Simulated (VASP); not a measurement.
Here is a VASP 6.6.1 calculation.

The input INCAR:

```
PREC     = Accurate       # precision mode
ENCUT    = 500            # plane-wave cutoff, eV
EDIFF    = 1E-6           # SCF threshold, eV
ISMEAR   = -1             # smearing method
SIGMA    = 0.1            # smearing width, eV
LREAL    = False          # projectors in reciprocal space
LASPH    = True           # aspherical terms in the spheres
NELM     = 120            # most SCF steps
ALGO     = Normal         # electronic algorithm
ISIF     = 2              # what is computed and relaxed
LWAVE    = False          # write WAVECAR
LCHARG   = False          # write CHGCAR
GGA      = RP             # functional
NBANDS   = 11             # bands
GGA_COMPAT= False
```

Contents of KPOINTS:

```
regular mesh
0
Gamma
  6 6 6
```

POSCAR

```
BAs
1.0
    0.0000000000      2.4479270000      2.4479270000
    2.4479270000      0.0000000000      2.4479270000
    2.4479270000      2.4479270000      0.0000000000
As B
1 1
Direct
    0.2500000000      0.2500000000      0.2500000000
    0.0000000000      0.0000000000      0.0000000000
```

Potentials or basis: VASP PAW PBE potentials, release 64 (As, B).

Run with:

```sh
$ cat potpaw_PBE.64/As/POTCAR potpaw_PBE.64/B/POTCAR > POTCAR
$ mpirun -np 1 vasp_std > vasp.out
```

Question: Predict the band gap on the k mesh.

Answer: 1.37 eV, indirect (least direct gap 3.19 eV).

Question: Predict the pressure.

Answer: -3.5 GPa.

Caveat: the PAW data sets were made with another functional, which shifts forces and pressure a little. A k mesh can miss the band edges.
